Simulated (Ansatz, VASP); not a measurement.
**AgCl in VASP and in Ansatz**

```
CELL_PARAMETERS angstrom
0.00000 2.77315 2.77315
2.77315 0.00000 2.77315
2.77315 2.77315 0.00000
ATOMIC_POSITIONS crystal
Ag 0.51803 0.51803 0.48197
Cl 0.00000 0.00000 0.00000
```

Change from the starting cell: all Ag atoms moved -0.100 Å, as atom 1 towards its neighbour atom 2 (Cl) at 2.773 Å.

Alike in both runs: task single point; functional r2SCAN; k mesh 8 × 8 × 8; occupations gaussian, width 0.05 eV; no spin polarisation.

|  | VASP | Ansatz |
| --- | --- | --- |
| version | VASP 6.6.1 | Ansatz 0.2.0 |
| potentials or method | VASP PAW PBE potentials, release 64 (Ag, Cl), cutoff 520 eV | scalar-relativistic, plane waves, PAW |
| valence electrons in the cell | 18 | 26 |

Ansatz gave:

```
gap on the k mesh at the Fermi level (eV)                     : 1.49
least direct gap on the mesh (eV)                             : 3.49
pressure (GPa)                                                : 0.1
traceless stress, the component that is largest in VASP (GPa) : 0.34
rms of the force components (eV/Å)                            : 0.080
```

Task: Which values does VASP return?

Result: gap on the k mesh at the Fermi level (eV): 1.43; least direct gap on the mesh (eV): 3.45; pressure (GPa): 0.1; traceless stress, the component that is largest in VASP (GPa): 0.34; rms of the force components (eV/Å): 0.079.

VASP's potentials were made for PBE, not for r2SCAN. Atom by atom the forces differ by 0.001 eV/Å (rms over components). The functional is the same, so the differences come from potentials, cutoffs and numerics. VASP's potentials hold 18 valence electrons a cell and Ansatz's 26, so a difference there can come from the potentials and not from the codes.
